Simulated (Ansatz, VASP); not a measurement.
## Two plane-wave programs on ZrC

```
Zr C
1.0
     0.00000    2.54552    2.54552
     2.54552    0.00000    2.54552
     2.54552    2.54552    0.00000
Zr C
1 1
Direct
  0.50000 0.50000 0.50000
  0.75000 0.75000 0.75000
```

Alike in both runs: functional HSE06; k mesh 5 × 5 × 5; occupations fermi-dirac, width 0.05 eV; no spin polarisation.

|  | VASP | Ansatz |
| --- | --- | --- |
| version | VASP 6.6.1 | Ansatz 0.2.0 |
| potentials or method | VASP PAW PBE potentials, release 64 (Zr_sv, C) | Ansatz PAW |
| plane-wave cutoff (eV) | 520 | 420 |
| valence electrons in the cell | 16 | 16 |
| task | single point | band structure |

|  | VASP | Ansatz | Ansatz less VASP |
| --- | --- | --- | --- |
| pressure (GPa) | -1.3 | -1.4 | -0.15 |

The k mesh is coarse, so the values compare programs but aren't converged.
